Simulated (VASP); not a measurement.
Here is a VASP 6.6.1 calculation.

Contents of INCAR:

```
ALGO = Normal
EDIFF = 1E-7
ENCUT = 520
GGA = PS
ISIF = 2
ISMEAR = 0
LASPH = T
LCHARG = F
LREAL = Auto
LWAVE = F
NBANDS = 54
NELM = 100
PREC = Accurate
SIGMA = 0.05
```

The input KPOINTS:

```
k-points
0
Gamma
  4 4 2
```

File POSCAR:

```
CO
1.0
    0.0000000000     -5.9526445718      0.0000000000
    0.0000000000      0.0000000000     -5.9526445718
   11.9052891436     -0.9923058501      0.9923058501
C O
8 8
Direct
    0.0174603503      0.0532422855      0.1073243410
   -0.0658896497      0.1365922855      0.6073243410
    0.8158396497      0.6841603503      0.8926756590
    0.8991896497      0.6008103503      0.3926756590
    0.3217327145      1.1075646497      0.8573243410
    0.4050827145      1.0242146497      0.3573243410
    0.4282172855      0.5717827145      0.6426756590
    0.5115672855      0.4884327145      0.1426756590
    0.8150901695      1.0358862823      0.6622558870
    0.8984401695      0.9525362823      0.1622558870
   -0.0651401695      0.5651401695      0.8377441130
    0.0182098305      0.4817901695      0.3377441130
    0.4224387177      0.2265848305      0.9122558870
    0.5057887177      0.1432348305      0.4122558870
    0.4108612823      0.5891387177      0.0877441130
    0.3275112823      0.6724887177      0.5877441130
```

Potentials or basis: VASP PAW PBE potentials, release 64 (C, O).

Launch:

```bash
$ cat potpaw_PBE.64/C/POTCAR potpaw_PBE.64/O/POTCAR > POTCAR
$ mpirun -np 1 vasp_std > vasp.out
```

(1) Estimate the band gap on the k mesh.

(2) Predict the pressure.

(3) Predict the largest force.

Results:

(1) 6.05 eV.

(2) 1.2 GPa.

(3) 1.057 eV/Å.

Caveat: the cell differs from its parent crystal (the part above a cut slid along it); this functional lacks dispersion, which holds the molecules together, so the pressure and a relaxed volume are unreliable; the PAW data sets were made with another functional, which shifts forces and pressure a little.
